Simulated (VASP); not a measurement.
Nb:

```xyz
1
Lattice="-1.6231 1.6231 1.6231 1.6231 -1.6231 1.6231 1.6231 1.6231 -1.6231" Properties=species:S:1:pos:R:3 pbc="T T T"
Nb    0.0000    0.0000    0.0000
```

Base run:

- Program: VASP 6.6.1
- Functional: LDA
- Potentials or basis: VASP PAW LDA potentials, release 64 (Nb_sv)
- Cutoff: 520 eV
- k mesh: 14 × 14 × 14
- Occupations: fermi-dirac, width 0.6 eV
- Spin: no spin polarisation

Its results: pressure 6.9 GPa.

Problem. After a change of settings the same cell gave: pressure -0.1 GPa. Which change was it?
A. k mesh from 14 × 14 × 14 to 4 × 4 × 4; occupations from fermi-dirac, width 0.6 eV to fermi-dirac, width 0.1 eV
B. occupations from fermi-dirac, width 0.6 eV to fermi-dirac, width 0.01 eV
C. occupations from fermi-dirac, width 0.6 eV to gaussian, width 0.6 eV; further incar settings from ALGO = Normal; EDIFF = 1e-07; NBANDS = 12 to ALGO = Normal; EDIFF = 1e-06; NBANDS = 12

Solution. B.
